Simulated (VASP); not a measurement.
# ZrH (I-4m2) in VASP: single point with PBEsol

Aim: the single point of ZrH with PBEsol.

Everything below comes from runs of VASP 6.6.1. Logs are shortened: lines on timing, memory, paths and dates and some standing lists are left out, and cuts for length are marked.

### 1 The cell of the first run

It takes space group I-4m2 (No. 119, tetragonal). The conventional cell has a = 3.220 Å, b = 3.220 Å, c = 5.013 Å, α = 90.00°, β = 90.00°, γ = 90.00°. Zr (site symmetry -4m2) has 4 H at 2.04 Å within 2.7 Å. Within 2.7 Å of H (site symmetry -4m2) lie 4 Zr at 2.04 Å.

### 2 Single point, PBEsol

Contents of INCAR:

```
SYSTEM = ZrH
PREC     = Accurate       ! precision mode
ENCUT    = 500            ! plane-wave cutoff, eV
EDIFF    = 1E-6           ! SCF threshold, eV
ISMEAR   = 0              ! smearing method
SIGMA    = 0.05           ! smearing width, eV
LREAL    = .FALSE.        ! projectors in reciprocal space
LASPH    = .TRUE.         ! aspherical terms in the spheres
NELM     = 120            ! most SCF steps
ALGO     = Normal         ! electronic algorithm
ISIF     = 2              ! what is computed and relaxed
LWAVE    = .FALSE.        ! write WAVECAR
LCHARG   = .TRUE.         ! write CHGCAR
GGA      = PS             ! functional
LELF     = .TRUE.         ! ELF
LVHAR    = .TRUE.       
NBANDS   = 14             ! bands
GGA_COMPAT= .FALSE.
```

Contents of KPOINTS:

```
regular mesh
0
G
  7 7 9
  0 0 0
```

Contents of POSCAR:

```
ZrH
1.0
   -1.6100368650      1.6100368650      2.5063022146
    1.6100368650     -1.6100368650      2.5063022146
    1.6100368650      1.6100368650     -2.5063022146
Zr H
1 1
Direct
    0.0000000000      0.0000000000      0.0000000000
    0.7500000000      0.2500000000      0.5000000000
```

Potentials or basis: VASP PAW PBE potentials, release 64 (Zr_sv, H).

On the command line:

```
$ cat potpaw_PBE.64/Zr_sv/POTCAR potpaw_PBE.64/H/POTCAR > POTCAR
$ mpirun -np 1 vasp_std > vasp.out
```

OUTCAR:

```text
SYSTEM = ZrH
   PREC = Accurate
   ENCUT = 500
   EDIFF = 1E-6
   ISMEAR = 0
   LREAL = .FALSE.
   LASPH = .TRUE.
   NELM = 120
   ISIF = 2
   GGA = PS

 ion  position               nearest neighbor table
   1  0.000  0.000  0.000-   2 2.04   2 2.04   2 2.04   2 2.04
   2  0.750  0.250  0.500-   1 2.04   1 2.04   1 2.04   1 2.04

  LATTYP: Found a body centered tetragonal cell.
 ALAT       =     3.2200737300
 C/A-ratio  =     1.5566738061

  Lattice vectors:

 A1 = (  -1.6100368650,   1.6100368650,   2.5063022146)
 A2 = (   1.6100368650,  -1.6100368650,   2.5063022146)
 A3 = (   1.6100368650,   1.6100368650,  -2.5063022146)

Analysis of symmetry for initial positions (statically):
=====================================================================
 Subroutine PRICEL returns:
 Original cell was already a primitive cell.

 Routine SETGRP: Setting up the symmetry group for a
 body centered tetragonal supercell.

 Subroutine GETGRP returns: Found  8 space group operations
 (whereof  8 operations were pure point group operations)
 out of a pool of 16 trial point group operations.

The static configuration has the point symmetry D_2d.

Analysis of symmetry for dynamics (positions and initial velocities):
=====================================================================
 Subroutine PRICEL returns:
 Original cell was already a primitive cell.

 Routine SETGRP: Setting up the symmetry group for a
 body centered tetragonal supercell.

 Subroutine GETGRP returns: Found  8 space group operations
 (whereof  8 operations were pure point group operations)
 out of a pool of 16 trial point group operations.

The dynamic configuration has the point symmetry D_2d.

 Subroutine INISYM returns: Found  8 space group operations
 (whereof  8 operations are pure point group operations),
 and found     1 'primitive' translations

----------------------------------------------------------------------------------------

                                     Primitive cell

  volume of cell :      25.9875

  direct lattice vectors                    reciprocal lattice vectors
    -1.610036865  1.610036865  2.506302215     0.000000000  0.310551895  0.199497091
     1.610036865 -1.610036865  2.506302215     0.310551895  0.000000000  0.199497091
     1.610036865  1.610036865 -2.506302215     0.310551895  0.310551895  0.000000000

  length of vectors
     3.386146513  3.386146513  3.386146513     0.369109156  0.369109156  0.439186702

  position of ions in fractional coordinates (direct lattice)
     0.000000000  0.000000000  0.000000000
     0.750000000  0.250000000  0.500000000

  ion indices of the primitive-cell ions
   primitive index   ion index
                 1           1
                 2           2

----------------------------------------------------------------------------------------

 KPOINTS: regular mesh

Automatic generation of k-mesh.
 Grid dimensions read from file:
 generate k-points for:    7    7    9

 Generating k-lattice:

  Cartesian coordinates                     Fractional coordinates (reciprocal lattice)
     0.000000000  0.044364556  0.028499584     0.142857143  0.000000000 -0.000000000
     0.044364556  0.000000000  0.028499584     0.000000000  0.142857143 -0.000000000
     0.034505766  0.034505766  0.000000000     0.000000000  0.000000000  0.111111111

  Length of vectors
     0.052729879  0.052729879  0.048798522

  Shift w.r.t. Gamma in fractional coordinates (k-lattice)
     0.000000000  0.000000000  0.000000000

 -----------------------------------------------------------------------------
|                                                                             |
|           W    W    AA    RRRRR   N    N  II  N    N   GGGG   !!!           |
|           W    W   A  A   R    R  NN   N  II  NN   N  G    G  !!!           |
|           W    W  A    A  R    R  N N  N  II  N N  N  G       !!!           |
|           W WW W  AAAAAA  RRRRR   N  N N  II  N  N N  G  GGG   !            |
|           WW  WW  A    A  R   R   N   NN  II  N   NN  G    G                |
|           W    W  A    A  R    R  N    N  II  N    N   GGGG   !!!           |
|                                                                             |
|     Your reciprocal lattice and k-lattice belong to different lattice       |
|     classes:                                                                |
|                                                                             |
|        The reciprocal lattice is body-centered tetragonal,                  |
|        whereas your k-lattice is base-centered monoclinic.                  |
|                                                                             |
|     Results are often still useful ...                                      |
|                                                                             |
 -----------------------------------------------------------------------------

 WARNING: IBZKPT: internal override: KBLOWUP is changed to .FALSE.
      ... skipping the blow-up phase ...

 Subroutine IBZKPT returns following result:
 ===========================================

 Found    128 irreducible k-points:

 Following reciprocal coordinates:
            Coordinates               Weight
  0.000000  0.000000  0.000000      1.000000
  0.142857 -0.000000 -0.000000      4.000000
  0.285714  0.000000  0.000000      4.000000
  0.428571  0.000000 -0.000000      4.000000
  0.142857  0.142857  0.000000      2.000000
  0.285714  0.142857  0.000000      4.000000
[... 16 lines left out ...]
 -0.142857  0.000000  0.111111      4.000000
  0.142857  0.142857  0.111111      2.000000
 [... further k-points ...]
   k-points           NKPTS =    128   k-points in BZ     NKDIM =    128   number of bands    NBANDS=     14
   number of dos      NEDOS =    301   number of ions     NIONS =      2
   total plane-waves  NPLWV =  21952
   dimension x,y,z NGX =    28 NGY =   28 NGZ =   28
   dimension x,y,z NGXF=    56 NGYF=   56 NGZF=   56
   ions per type =               1   1
   NGX,Y,Z   is equivalent  to a cutoff of  13.75, 13.75, 13.75 a.u.
   NGXF,Y,Z  is equivalent  to a cutoff of  27.49, 27.49, 27.49 a.u.
 SYSTEM =  ZrH
   PREC   = accura    normal or accurate (medium, high low for compatibility)
   ISTART =      0    job   : 0-new  1-cont  2-samecut
   ICHARG =      2    charge: 1-file 2-atom 10-const
   ISPIN  =      1    spin polarized calculation?
   LNONCOLLINEAR =      F non collinear calculations
   LSORBIT =      F    spin-orbit coupling
   LASPH  =      T    aspherical Exc in radial PAW
   ENCUT  =  500.0 eV  36.75 Ry    6.06 a.u.   6.17  6.17  6.17*2*pi/ulx,y,z
   NELM   =    120;   NELMIN=  2; NELMDL= -5     # of ELM steps
   EDIFF  = 0.1E-05   stopping-criterion for ELM
   LREAL  =      F    real-space projection
   EDIFFG = 0.1E-04   stopping-criterion for IOM
   NSW    =      0    number of steps for IOM
   IBRION =     -1    ionic relax: 0-MD 1-quasi-New 2-CG
   NFREE  =      0    steps in history (QN), initial steepest desc. (CG)
   ISIF   =      2    stress and relaxation
   ISYM   =      2    0-nonsym 1-usesym 2-fastsym
   POTIM  = 0.5000    time-step for ionic-motion
   TEBEG  =    0.0;   TEEND  =   0.0 temperature during run
   PSTRESS=    0.0 pullay stress
   NELECT =      13.0000    total number of electrons
   NUPDOWN=      -1.0000    fix difference up-down
   EMIN   =  10.00;   EMAX   =-10.00  energy-range for DOS
   EFERMI =   0.00;   METHOD = LEGACY
   ISMEAR =     0;   SIGMA  =   0.05  broadening in eV -4-tet -1-fermi 0-gaus
   EFERMI_NEDOS =   21; number of points for ismear=-14 and -15
   IALGO  =     38    algorithm
   IMIX   =      4    mixing-type and parameters
     AMIX     =   0.40;   BMIX     =  1.00
     AMIX_MAG =   1.60;   BMIX_MAG =  1.00
  volume/ion in A,a.u.               =      12.99        87.69
  Fermi-wavevector in a.u.,A,eV,Ry     =   1.299574  2.455838 22.978769  1.688892
  Thomas-Fermi vector in A             =   2.430829
   LORBIT       =      0    0 simple, 1 ext, 2 COOP (PROOUT), +10 PAW based schemes
   GGA     = PS    functional components
   LHFCALC =     F    Hartree Fock is set to
   AEXX    =    0.0000 exact exchange contribution
   IVDW    =     0    specifies the selected vdW correction
   LEPSILON=     F    determine dielectric tensor
   LRPA    =     F    only Hartree local field effects (RPA)
 non-spin polarized calculation
 Gauss-broadening in eV      SIGMA  =   0.05
  energy-cutoff  :      500.00
  volume of cell :       25.99
 maximum number of plane-waves:       671
 NGX is ok and might be reduce to    28
   NGX = 13   NGY = 13   NGZ = 13

 number of electron      12.9999999 magnetization

 Free energy of the ion-electron system (eV)
  ---------------------------------------------------
  ext. energy  EPLUGINS =         0.00000000
  ---------------------------------------------------
  free energy    TOTEN  =       -13.12549800 eV

  energy without entropy =      -13.12383779  energy(sigma->0) =      -13.12466790

 E-fermi :   7.9364     XC(G=0): -11.1722

 val. band max:        7.9239879105   @ k =  -0.2857  -0.2857   0.2222
 cond. band min:       7.9427589715   @ k =   0.4286   0.1429   0.4444
 fundamental gap:      0.0187710610
 Fermi energy:         7.9364385999

 k-point     1 :       0.0000    0.0000    0.0000
  band No.  band energies     occupation
      1     -40.7051      2.00000
      2     -18.4174      2.00000
      3     -18.3758      2.00000
      4     -18.3758      2.00000
      5       0.0323      2.00000
      6       8.0177      0.02158
      7       8.8783      0.00000
      8       8.8783      0.00000
      9      10.1677      0.00000
     10      11.5979      0.00000
     11      12.2063      0.00000
     12      20.2592      0.00000
     13      22.3288      0.00000
     14      22.3288      0.00000
[... 375 lines left out ...]
 k-point    24 :       0.1429    0.1429    0.1111
  band No.  band energies     occupation
      1     -40.6219      2.00000
      2     -18.8475      2.00000
      3     -18.6259      2.00000
      4     -18.5023      2.00000
      5       1.8709      2.00000
      6       6.5023      2.00000
      7       8.3958      0.00000
      8       9.7154      0.00000
      9       9.9689      0.00000
     10      12.2027      0.00000
     11      16.8940      0.00000
     12      18.8770      0.00000
     13      21.1202      0.00000
     14      21.9169      0.00000

 [... further k-points ...]

------------------------ aborting loop because EDIFF is reached ----------------------------------------

  FORCE on cell =-STRESS in cart. coord.  units (eV):
  Direction    XX          YY          ZZ          XY          YZ          ZX
  --------------------------------------------------------------------------------------
  -------------------------------------------------------------------------------------
  Total        0.0498053      0.0498053     -0.0555271      0.0000000      0.0000000      0.0000000
  in kB        3.0705831      3.0705831     -3.4233409      0.0000000      0.0000000      0.0000000
  external PRESSURE =       0.9059418 kB  Pullay stress =       0.0000000 kB

 VOLUME and BASIS-vectors are now :
 -----------------------------------------------------------------------------
  energy-cutoff  :      500.00
  volume of cell :       25.99
      direct lattice vectors                 reciprocal lattice vectors
    -1.610036865  1.610036865  2.506302215     0.000000000  0.310551895  0.199497091
     1.610036865 -1.610036865  2.506302215     0.310551895  0.000000000  0.199497091
     1.610036865  1.610036865 -2.506302215     0.310551895  0.310551895  0.000000000

 POSITION                                       TOTAL-FORCE (eV/Angst)
 -----------------------------------------------------------------------------------
      0.00000      0.00000      0.00000        -0.000000      0.000000      0.000000
     -0.00000      1.61004      1.25315         0.000000     -0.000000     -0.000000
 -----------------------------------------------------------------------------------
    total drift:                               -0.000000      0.000000      0.000000

  FREE ENERGIE OF THE ION-ELECTRON SYSTEM (eV)
  ---------------------------------------------------
  free  energy   TOTEN  =       -13.1254980040 eV

  energy  without entropy=      -13.1238377949  energy(sigma->0) =      -13.12466790
```

Run time: 43 s. Hardware: 1 thread of AMD EPYC 7R43 (Zen 3), shared host; peak memory 0.15 GiB.

What came out:

```
Free energy            : -13.1255 eV
Pressure               : 0.1 GPa
Band gap on the k mesh : zero (an odd number of electrons rules out a gap without spin polarisation)
```

Stress tensor (GPa, compression positive):
```
 0.31  0.00  0.00
 0.00  0.31  0.00
 0.00  0.00 -0.34
```

Caveat: the PAW data sets were made with another functional, which shifts forces and pressure a little.
